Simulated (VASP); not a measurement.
# Pd (Im-3m) in VASP: single point with PBE

Aim: the single point of Pd with PBE.

All numbers are computed with VASP 6.6.1; they aren't measurements. Logs are shortened: lines on timing, memory, paths and dates and some standing lists are left out, and cuts for length are marked.

### 1 The cell of the first run

Symmetry: Im-3m, No. 229, cubic system. Conventional cell: a = 3.169 Å, b = 3.169 Å, c = 3.169 Å, α = 90.00°, β = 90.00°, γ = 90.00°. Within 3.6 Å of Pd (site symmetry m-3m) lie 14 Pd at 2.74 to 3.17 Å.

### 2 Single point, PBE, collinear spin, zero start

Input file INCAR:

```
SYSTEM = Pd
PREC = Accurate ; ENCUT = 500
EDIFF = 1E-6 ; ISMEAR = -1
SIGMA = 0.1 ; LREAL = .FALSE.
LASPH = .TRUE. ; NELM = 200
ALGO = Normal ; ISIF = 2
LWAVE = .FALSE. ; LCHARG = .FALSE.
ISPIN = 2 ; MAGMOM = 0
LORBIT = 11 ; LMAXMIX = 4
GGA = PE ; NBANDS = 15
GGA_COMPAT = .FALSE.
```

Input file KPOINTS:

```
Automatic mesh
0
G
  8 8 8
  0 0 0
```

Input file POSCAR:

```
Pd
1.0
   -1.5844850000      1.5844850000      1.5844850000
    1.5844850000     -1.5844850000      1.5844850000
    1.5844850000      1.5844850000     -1.5844850000
Pd
1
Direct
    0.0000000000      0.0000000000      0.0000000000
```

Potentials or basis: VASP PAW PBE potentials, release 64 (Pd).

Command:

```bash
$ cat potpaw_PBE.64/Pd/POTCAR > POTCAR
$ mpirun -np 1 vasp_std > vasp.out
```

OUTCAR:

```text
SYSTEM = Pd
   PREC = Accurate
   ENCUT = 500
   EDIFF = 1E-6
   ISMEAR = -1
   LREAL = .FALSE.
   LASPH = .TRUE.
   NELM = 200
   ISIF = 2
   ISPIN = 2
   LORBIT = 11
   GGA = PE

 ion  position               nearest neighbor table
   1  0.000  0.000  0.000-

  LATTYP: Found a body centered cubic cell.
 ALAT       =     3.1689700000

  Lattice vectors:

 A1 = (  -1.5844850000,   1.5844850000,   1.5844850000)
 A2 = (   1.5844850000,  -1.5844850000,   1.5844850000)
 A3 = (   1.5844850000,   1.5844850000,  -1.5844850000)

Analysis of symmetry for initial positions (statically):
=====================================================================
 Subroutine PRICEL returns:
 Original cell was already a primitive cell.

 Routine SETGRP: Setting up the symmetry group for a
 body centered cubic supercell.

 Subroutine GETGRP returns: Found 48 space group operations
 (whereof 48 operations were pure point group operations)
 out of a pool of 48 trial point group operations.

The static configuration has the point symmetry O_h .

Analysis of symmetry for dynamics (positions and initial velocities):
=====================================================================
 Subroutine PRICEL returns:
 Original cell was already a primitive cell.

 Routine SETGRP: Setting up the symmetry group for a
 body centered cubic supercell.

 Subroutine GETGRP returns: Found 48 space group operations
 (whereof 48 operations were pure point group operations)
 out of a pool of 48 trial point group operations.

The dynamic configuration has the point symmetry O_h .

Analysis of structural, dynamic, and magnetic symmetry:
=====================================================================
 Subroutine PRICEL returns:
 Original cell was already a primitive cell.

 Routine SETGRP: Setting up the symmetry group for a
 body centered cubic supercell.

 Subroutine GETGRP returns: Found 48 space group operations
 (whereof 48 operations were pure point group operations)
 out of a pool of 48 trial point group operations.

The overall configuration has the point symmetry O_h .

 Subroutine INISYM returns: Found 48 space group operations
 (whereof 48 operations are pure point group operations),
 and found     1 'primitive' translations

----------------------------------------------------------------------------------------

                                     Primitive cell

  volume of cell :      15.9120

  direct lattice vectors                    reciprocal lattice vectors
    -1.584485000  1.584485000  1.584485000     0.000000000  0.315559945  0.315559945
     1.584485000 -1.584485000  1.584485000     0.315559945  0.000000000  0.315559945
     1.584485000  1.584485000 -1.584485000     0.315559945  0.315559945  0.000000000
[... 126 lines left out ...]
  ---------------------------------------------------
  free energy    TOTEN  =        -5.17053869 eV

  energy without entropy =       -5.12204976  energy(sigma->0) =       -5.14629422

 E-fermi :   8.5467     XC(G=0): -12.7123

 val. band max:        8.5181185889   @ k =  -0.3750   0.5000   0.1250
 cond. band min:       8.5518162009   @ k =  -0.3750   0.5000   0.2500
 fundamental gap:      0.0336976120
 Fermi energy:         8.5466553718

 spin component 1

 k-point     1 :       0.0000    0.0000    0.0000
  band No.  band energies     occupation
      1       1.9959      1.00000
      2       5.9268      1.00000
      3       5.9268      1.00000
      4       5.9268      1.00000
      5       7.7057      0.99978
      6       7.7057      0.99978
      7      27.7666      0.00000
      8      27.7666      0.00000
      9      27.7666      0.00000
     10      35.2822      0.00000
     11      35.5439      0.00000
     12      35.5439      0.00000
     13      36.5669      0.00000
     14      36.5669      0.00000
[... 403 lines left out ...]
      4       7.0405      1.00000
      5       8.2786      0.93586
      6      11.3757      0.00000
      7      19.9241      0.00000
      8      22.3440      0.00000
      9      24.7866      0.00000
     10      27.1646      0.00000
     11      34.7537      0.00000
     12      35.6440      0.00000
     13      36.3223      0.00000
     14      37.9705      0.00000
     15      40.7483      0.00000

 [... further k-points ...]

 spin component 2

 k-point     1 :       0.0000    0.0000    0.0000
  band No.  band energies     occupation
      1       1.9959      1.00000
      2       5.9268      1.00000
      3       5.9268      1.00000
      4       5.9268      1.00000
      5       7.7057      0.99978
      6       7.7057      0.99978
      7      27.7666      0.00000
      8      27.7666      0.00000
      9      27.7666      0.00000
     10      35.2823      0.00000
     11      35.5439      0.00000
     12      35.5439      0.00000
     13      36.5669      0.00000
     14      36.5669      0.00000
[... 403 lines left out ...]
      4       7.0405      1.00000
      5       8.2786      0.93586
      6      11.3757      0.00000
      7      19.9241      0.00000
      8      22.3440      0.00000
      9      24.7866      0.00000
     10      27.1646      0.00000
     11      34.7537      0.00000
     12      35.6440      0.00000
     13      36.3223      0.00000
     14      37.9705      0.00000
     15      40.7482      0.00000

 [... further k-points ...]

------------------------ aborting loop because EDIFF is reached ----------------------------------------

  FORCE on cell =-STRESS in cart. coord.  units (eV):
  Direction    XX          YY          ZZ          XY          YZ          ZX
  --------------------------------------------------------------------------------------
  -------------------------------------------------------------------------------------
  Total       -0.4186995     -0.4186995     -0.4186995      0.0000000     -0.0000000     -0.0000000
  in kB      -42.1588386    -42.1588386    -42.1588386      0.0000000     -0.0000000     -0.0000000
  external PRESSURE =     -42.1588386 kB  Pullay stress =       0.0000000 kB

 VOLUME and BASIS-vectors are now :
 -----------------------------------------------------------------------------
  energy-cutoff  :      500.00
  volume of cell :       15.91
      direct lattice vectors                 reciprocal lattice vectors
    -1.584485000  1.584485000  1.584485000     0.000000000  0.315559945  0.315559945
     1.584485000 -1.584485000  1.584485000     0.315559945  0.000000000  0.315559945
     1.584485000  1.584485000 -1.584485000     0.315559945  0.315559945  0.000000000

 POSITION                                       TOTAL-FORCE (eV/Angst)
 -----------------------------------------------------------------------------------
      0.00000      0.00000      0.00000         0.000000      0.000000     -0.000000
 -----------------------------------------------------------------------------------
    total drift:                                0.000000     -0.000000      0.000000

  FREE ENERGIE OF THE ION-ELECTRON SYSTEM (eV)
  ---------------------------------------------------
  free  energy   TOTEN  =        -5.1705386855 eV

  energy  without entropy=       -5.1220497587  energy(sigma->0) =       -5.14629422

 total charge

# of ion       s       p       d       tot
------------------------------------------
    1        0.450   0.397   8.457   9.304

 magnetization (x)

# of ion       s       p       d       tot
------------------------------------------
    1       -0.000  -0.000  -0.000  -0.000
```

OSZICAR:

```text
N       E                     dE             d eps       ncg     rms          rms(c)
DAV:   1     0.445889333649E+02    0.44589E+02   -0.45676E+03  1748   0.594E+02
DAV:   2    -0.465949355051E+01   -0.49248E+02   -0.46901E+02  2153   0.152E+02
DAV:   3    -0.540953825731E+01   -0.75004E+00   -0.74794E+00  2349   0.190E+01
DAV:   4    -0.541193920768E+01   -0.24010E-02   -0.24008E-02  2049   0.112E+00
DAV:   5    -0.541195753690E+01   -0.18329E-04   -0.18329E-04  2357   0.874E-02    0.622E+00
DAV:   6    -0.518132432709E+01    0.23063E+00   -0.89609E-01  2454   0.589E+00    0.307E+00
DAV:   7    -0.517350961432E+01    0.78147E-02   -0.65908E-03  2314   0.517E-01    0.168E+00
DAV:   8    -0.517054030301E+01    0.29693E-02   -0.91425E-04  2370   0.179E-01    0.654E-02
DAV:   9    -0.517053508611E+01    0.52169E-05   -0.26434E-05  2120   0.364E-02    0.252E-02
DAV:  10    -0.517053782304E+01   -0.27369E-05   -0.11106E-06  2342   0.784E-03    0.112E-02
DAV:  11    -0.517053868549E+01   -0.86245E-06   -0.50221E-07  1569   0.534E-03
   1 F= -.51705387E+01 E0= -.51462942E+01  d E =-.484889E-01  mag=     0.0000
```

stdout:

```text
POSCAR found type information on POSCAR Pd
 POSCAR found :  1 types and       1 ions
 scaLAPACK will be used
 LDA part: xc-table for (Slater+PW92), standard interpolation
 POSCAR, INCAR and KPOINTS ok, starting setup
 FFT: planning ... GRIDC
 FFT: planning ... GRID_SOFT
 FFT: planning ... GRID
 WAVECAR not read
 entering main loop
```

Wall time 11 s (1 thread of Intel Xeon Platinum 8259CL at 2.50GHz (Skylake/Cascade Lake), shared host); peak memory 0.13 GiB.

Results:

| Property | Result |
| --- | --- |
| Free energy | -5.1705 eV |
| Pressure | -4.2 GPa |
| Band gap on the k mesh | zero (filled and empty bands overlap) |
| Net moment | 0.00 μB per cell |
| Valence electrons inside the program's atomic spheres | Pd 9.30 |
